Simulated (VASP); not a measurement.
A run of VASP 6.6.1:

INCAR

```
SYSTEM = LaAgO3
PREC     = Accurate       ! precision mode
ENCUT    = 520            ! plane-wave cutoff, eV
EDIFF    = 1E-6           ! SCF threshold, eV
ISMEAR   = -1             ! smearing method
SIGMA    = 0.15           ! smearing width, eV
LREAL    = .FALSE.        ! projectors in reciprocal space
LASPH    = .TRUE.         ! aspherical terms in the spheres
NELM     = 60             ! most SCF steps
ALGO     = Normal         ! electronic algorithm
ISIF     = 2              ! what is computed and relaxed
LWAVE    = .FALSE.        ! write WAVECAR
LCHARG   = .FALSE.        ! write CHGCAR
NBANDS   = 28             ! bands
```

Contents of KPOINTS:

```
Automatic mesh
0
G
  6 6 6
  0 0 0
```

Contents of POSCAR:

```
LaAgO3
1.0
    4.1084440000      0.0000000000      0.0000000000
    0.0000000000      4.1084440000      0.0000000000
    0.0000000000      0.0000000000      4.1084440000
La Ag O
1 1 3
Direct
    0.5000000000      0.5000000000      0.5000000000
    0.0000000000      0.0000000000      0.0000000000
    0.5000000000      0.0000000000      0.0000000000
    0.0000000000      0.5000000000      0.0000000000
    0.0000000000      0.0000000000      0.5000000000
```

Potentials or basis: VASP PAW LDA potentials, release 64 (La, Ag, O).

Launch:

```bash
$ cat potpaw_LDA.64/La/POTCAR potpaw_LDA.64/Ag/POTCAR potpaw_LDA.64/O/POTCAR > POTCAR
$ mpirun -np 1 vasp_std > vasp.out
```

Hardware: 1 thread of AMD EPYC 7R13 Processor (Zen 3), on a shared host.

Question: How long does it take, and how much memory?

Answer: Wall time 66 s on 1 thread of AMD EPYC 7R13 Processor (Zen 3) (shared host), peak memory 0.16 GiB. Counts: scf iterations 16, k points 20.
